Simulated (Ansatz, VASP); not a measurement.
## Two plane-wave programs on AgRh4

INCAR

```
SYSTEM = AgRh4
PREC = Accurate
ENCUT = 520
EDIFF = 1E-7
ISMEAR = 0
SIGMA = 0.1
LREAL = .FALSE.
LASPH = .TRUE.
NELM = 100
ALGO = Normal
ISIF = 2
LWAVE = .FALSE.
LCHARG = .FALSE.
GGA = PE
NBANDS = 44
```

KPOINTS

```
regular mesh
0
G
  4 4 4
  0 0 0
```

Contents of POSCAR:

```
AgRh4
1.0
    4.5081444200      0.0000000000      0.0000000000
    0.0000000000      4.5081444200      0.0000000000
    0.0000000000      0.0000000000      4.5081444200
Ag Rh
1 4
Direct
    0.0000000000      0.0000000000      0.0000000000
    0.2437810800      0.7562189200      0.7562189200
    0.7562189200      0.2437810800      0.7562189200
    0.7562189200      0.7562189200      0.2437810800
    0.2437810800      0.2437810800      0.2437810800
```

Input for Ansatz:

```yaml
crystal:
  lattice:
    - [4.50814442, 0.0, 0.0]
    - [0.0, 4.50814442, 0.0]
    - [0.0, 0.0, 4.50814442]
  atoms:
    - { symbol: Ag, position: [0.0, 0.0, 0.0] }
    - { symbol: Rh, position: [0.24378108, 0.75621892, 0.75621892] }
    - { symbol: Rh, position: [0.75621892, 0.24378108, 0.75621892] }
    - { symbol: Rh, position: [0.75621892, 0.75621892, 0.24378108] }
    - { symbol: Rh, position: [0.24378108, 0.24378108, 0.24378108] }
basis:
  ecutwfc: 420
kpoints:
  mp_grid: { grid: [4, 4, 4] }
hamiltonian:
  xc: pbe
scf:
  occupations: { method: gaussian, width: 0.1 }
  lower_state_search: "off"
output:
  forces: true
  stress: true
  eigenvalues: true
```

Change from the starting cell: species swapped into the SnI4 type (P-43m, No. 215).

Alike in both runs: task single point; functional PBE; k mesh 4 × 4 × 4; occupations gaussian, width 0.1 eV; no spin polarisation.

|  | VASP | Ansatz |
| --- | --- | --- |
| version | VASP 6.6.1 | Ansatz 0.2.0 |
| potentials or method | VASP PAW PBE potentials, release 64 (Ag, Rh_pv), cutoff 520 eV | scalar-relativistic, plane waves, PAW |
| valence electrons in the cell | 71 | 87 |

|  | VASP | Ansatz | Ansatz less VASP |
| --- | --- | --- | --- |
| gap on the k mesh at the Fermi level (eV) | none | none | - |
| rms of the force components (eV/Å) | 11.251 | 11.554 | +0.3025 |

Atom by atom the forces differ by 0.303 eV/Å (rms over components). A gap of «none» marks a metal or a gap that the smearing closes. The functional is the same, so the differences come from potentials, cutoffs and numerics. VASP's potentials hold 71 valence electrons a cell and Ansatz's 87, so a difference there can come from the potentials and not from the codes.
